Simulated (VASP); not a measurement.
# BaZrO3 (Pm-3m) in VASP: further runs, part 2 of 2

VASP 6.6.1.

## (4) Vibrations by perturbation theory, LDA

This run uses another cell than the first one, of 14.27 Å³/atom.

Contents of INCAR:

```
ALGO = Normal ; EDIFF = 1E-8
ENCUT = 520 ; IBRION = 8
ISIF = 2 ; ISMEAR = 0
LASPH = T ; LCHARG = F
LREAL = F ; LWAVE = F
NBANDS = 28 ; NELM = 80
NSW = 1 ; PREC = Accurate
SIGMA = 0.01
```

Contents of KPOINTS:

```
k-points
0
Gamma
  4 4 4
```

Contents of POSCAR:

```
BaZrO3
1.0
    4.1473627058      0.0000000000      0.0000000000
    0.0000000000      4.1473627058      0.0000000000
    0.0000000000      0.0000000000      4.1473627058
Ba Zr O
1 1 3
Direct
    0.0000000000      0.0000000000      0.0000000000
    0.5000000000      0.5000000000      0.5000000000
    0.0000000000      0.5000000000      0.5000000000
    0.5000000000      0.0000000000      0.5000000000
    0.5000000000      0.5000000000      0.0000000000
```

Potentials or basis: VASP PAW LDA potentials, release 64 (Ba_sv, Zr_sv, O).

On the command line:

```sh
$ cat potpaw_LDA.64/Ba_sv/POTCAR potpaw_LDA.64/Zr_sv/POTCAR potpaw_LDA.64/O/POTCAR > POTCAR
$ mpirun -np 1 vasp_std > vasp.out
```

OUTCAR:

```text
EDIFF = 1E-8
   ENCUT = 520
   IBRION = 8
   ISIF = 2
   ISMEAR = 0
   LASPH = T
   LREAL = F
   NELM = 80
   NSW = 1
   PREC = Accurate

 ion  position               nearest neighbor table
   1  0.000  0.000  0.000-   3 2.93   4 2.93   5 2.93   3 2.93   4 2.93   3 2.93   5 2.93   3 2.93
                             4 2.93   5 2.93   4 2.93   5 2.93   2 3.59   2 3.59   2 3.59   2 3.59
   2  0.500  0.500  0.500-   3 2.07   4 2.07   5 2.07   5 2.07   4 2.07   3 2.07   1 3.59   1 3.59
                             1 3.59   1 3.59   1 3.59   1 3.59   1 3.59   1 3.59
   3  0.000  0.500  0.500-   2 2.07   2 2.07   1 2.93   1 2.93   1 2.93   1 2.93
   4  0.500  0.000  0.500-   2 2.07   2 2.07   1 2.93   1 2.93   1 2.93   1 2.93
   5  0.500  0.500  0.000-   2 2.07   2 2.07   1 2.93   1 2.93   1 2.93   1 2.93

  LATTYP: Found a simple cubic cell.
 ALAT       =     4.1473627058

  Lattice vectors:

 A1 = (   4.1473627058,   0.0000000000,   0.0000000000)
 A2 = (   0.0000000000,   4.1473627058,   0.0000000000)
 A3 = (   0.0000000000,   0.0000000000,   4.1473627058)

Analysis of symmetry for initial positions (statically):
=====================================================================
 Subroutine PRICEL returns:
 Original cell was already a primitive cell.
[... 545 lines left out ...]

 SECOND DERIVATIVES (NOT SYMMETRIZED)
 ------------------------------------
               1X          1Y          1Z          2X          2Y          2Z          3X          3Y          3Z          4X          4Y          4Z          5X          5Y          5Z
  1X    -4.053169    0.000000   -0.000000    3.736614   -0.000000   -0.000000    1.195568   -0.000000    0.000000   -0.439507   -0.000000    0.000000   -0.439507    0.000000    0.000000
  1Y    -0.000000   -4.053169   -0.000000   -0.000000    3.736614   -0.000000   -0.000000   -0.439507   -0.000000   -0.000000    1.195568    0.000000    0.000000   -0.439507    0.000000
  1Z    -0.000000    0.000000   -4.053169    0.000000    0.000000    3.736614   -0.000000   -0.000000   -0.439507   -0.000000   -0.000000   -0.439507   -0.000000   -0.000000    1.195568
  2X     3.735779    0.000000    0.000000   -9.530820    0.000000    0.000000    6.417038    0.000000    0.000000   -0.310998    0.000000   -0.000000   -0.310998    0.000000    0.000000
  2Y     0.000000    3.735779   -0.000000   -0.000000   -9.530820    0.000000    0.000000   -0.310998    0.000000    0.000000    6.417038   -0.000000    0.000000   -0.310998   -0.000000
  2Z     0.000000    0.000000    3.735779   -0.000000   -0.000000   -9.530820    0.000000    0.000000   -0.310998    0.000000    0.000000   -0.310998    0.000000    0.000000    6.417038
  3X     1.196538   -0.000000   -0.000000    6.416159    0.000000   -0.000000  -14.551474   -0.000000    0.000000    3.469389    0.000000   -0.000000    3.469389    0.000000   -0.000000
  3Y     0.000000   -0.438142    0.000000    0.000000   -0.318909    0.000000    0.000000   -2.146342    0.000000    0.000000    3.464391    0.000000    0.000000   -0.560999    0.000000
  3Z     0.000000    0.000000   -0.438142    0.000000    0.000000   -0.318909    0.000000    0.000000   -2.146342    0.000000    0.000000   -0.560999    0.000000    0.000000    3.464391
  4X    -0.438142    0.000000    0.000000   -0.318909    0.000000    0.000000    3.464391    0.000000    0.000000   -2.146342    0.000000    0.000000   -0.560999    0.000000    0.000000
  4Y     0.000000    1.196538    0.000000   -0.000000    6.416159   -0.000000    0.000000    3.469389   -0.000000   -0.000000  -14.551474    0.000000    0.000000    3.469389   -0.000000
  4Z     0.000000    0.000000   -0.438142    0.000000    0.000000   -0.318909    0.000000    0.000000   -0.560999    0.000000    0.000000   -2.146342    0.000000    0.000000    3.464391
  5X    -0.438142    0.000000    0.000000   -0.318909    0.000000    0.000000    3.464391    0.000000    0.000000   -0.560999    0.000000    0.000000   -2.146342    0.000000    0.000000
  5Y     0.000000   -0.438142    0.000000    0.000000   -0.318909    0.000000    0.000000   -0.560999    0.000000    0.000000    3.464391    0.000000    0.000000   -2.146342    0.000000
  5Z     0.000000    0.000000    1.196538    0.000000    0.000000    6.416159    0.000000    0.000000    3.469389    0.000000    0.000000    3.469389   -0.000000   -0.000000  -14.551474

 Eigenvectors and eigenvalues of the dynamical matrix
 ----------------------------------------------------

   1 f  =   16.005797 THz   100.567390 2PiTHz  533.895927 cm-1    66.194629 meV
             X         Y         Z           dx          dy          dz
      0.000000  0.000000  0.000000    -0.000796    0.021989   -0.000000
      2.073681  2.073681  2.073681    -0.006104    0.168601    0.000000
      0.000000  2.073681  2.073681     0.033637    0.230840   -0.000000
      2.073681  0.000000  2.073681    -0.008357   -0.929089   -0.000000
      2.073681  2.073681  0.000000    -0.008357    0.230840    0.000000
[... 105 lines left out ...]
  15 f/i=    0.006042 THz     0.037962 2PiTHz    0.201534 cm-1     0.024987 meV
             X         Y         Z           dx          dy          dz
      0.000000  0.000000  0.000000    -0.017387   -0.007844   -0.703964
      2.073681  2.073681  2.073681    -0.014172   -0.006394   -0.573805
      0.000000  2.073681  2.073681    -0.005946   -0.002689   -0.241352
      2.073681  0.000000  2.073681    -0.005961   -0.002682   -0.241352
      2.073681  2.073681  0.000000    -0.005961   -0.002689   -0.240721

--------------------------------------------------------------------------------------------------------

 ELASTIC MODULI CONTR FROM IONIC RELAXATION (kBar)
 Direction    XX          YY          ZZ          XY          YZ          ZX
 --------------------------------------------------------------------------------
 XX           0.0000      0.0000      0.0000      0.0000      0.0000      0.0000
 YY           0.0000      0.0000      0.0000      0.0000      0.0000      0.0000
 ZZ           0.0000      0.0000      0.0000      0.0000      0.0000      0.0000
 XY           0.0000      0.0000      0.0000      0.0000      0.0000      0.0000
 YZ           0.0000      0.0000      0.0000      0.0000      0.0000      0.0000
 ZX           0.0000      0.0000      0.0000      0.0000      0.0000      0.0000
 --------------------------------------------------------------------------------
```

OSZICAR:

```text
N       E                     dE             d eps       ncg     rms          rms(c)
DAV:   1     0.296610396175E+03    0.29661E+03   -0.22468E+04   560   0.142E+03
DAV:   2    -0.334618142667E+02   -0.33007E+03   -0.32081E+03   688   0.355E+02
DAV:   3    -0.525599082137E+02   -0.19098E+02   -0.19030E+02   916   0.780E+01
[... 113 lines left out ...]
RMM:  11    -0.362895769971E+00   -0.40192E-06    0.19833E-06  3365   0.589E-04    0.214E-05
RMM:  12    -0.362895955113E+00   -0.18514E-06    0.18198E-06  3485   0.456E-04    0.936E-06
RMM:  13    -0.362895992189E+00   -0.37076E-07    0.67398E-07  3459   0.355E-04    0.161E-05
RMM:  14    -0.362896207375E+00   -0.21519E-06    0.69993E-07  3289   0.304E-04    0.552E-06
RMM:  15    -0.362896207601E+00   -0.22575E-09    0.23551E-07  3413   0.258E-04    0.411E-06
RMM:  16    -0.362896206255E+00    0.13452E-08    0.99171E-08  3170   0.232E-04    0.361E-06
 Linear response finished
```

stdout:

```text
POSCAR found type information on POSCAR BaZrO
 POSCAR found :  3 types and       5 ions
 scaLAPACK will be used
 LDA part: xc-table for (Slater(with rela. corr.)+CA(PZ))
 , standard interpolation
 POSCAR, INCAR and KPOINTS ok, starting setup
 FFT: planning ... GRIDC
 FFT: planning ... GRID_SOFT
 FFT: planning ... GRID
 WAVECAR not read
 entering main loop
 Linear response reoptimize wavefunctions to high precision
 Linear response DOF=           4
 Linear response progress:
 first order change of Fermi-energy   0.20852E-03
 force on displaced ion       1 direction 1 :  -4.053   0.000  -0.000
 Linear response progress:
 first order change of Fermi-energy   0.11724E-03
 force on displaced ion       2 direction 1 :  -9.531  -0.000   0.000
 Linear response progress:
 first order change of Fermi-energy   0.11403E-04
 force on displaced ion       3 direction 1 : -14.551  -0.000  -0.000
 Linear response progress:
 first order change of Fermi-energy  -0.10072E-03
 force on displaced ion       3 direction 2 :   0.000  -2.146   0.000
 Linear response finished
```

Run time: 5.3 min. Hardware: 1 thread of Intel Xeon 6975P-C (Granite Rapids), shared host; peak memory 0.3 GiB.

What came out:

```yaml
Highest_phonon_frequency_at_Γ_LO-TO_splitting_left_out: 534 cm⁻¹
```

Phonon frequencies in cm⁻¹ (negative: imaginary):
| q point | frequencies |
| --- | --- |
| (0.000, 0.000, 0.000) | 0 0 0 104 104 104 164 164 164 184 184 184 534 534 534 |

Caveat: the k points lie up to 0.38 Å⁻¹ apart; the cell stands under pressure or tension, which shifts response properties; spin-orbit coupling is left out, which moves the levels of the heavy elements.
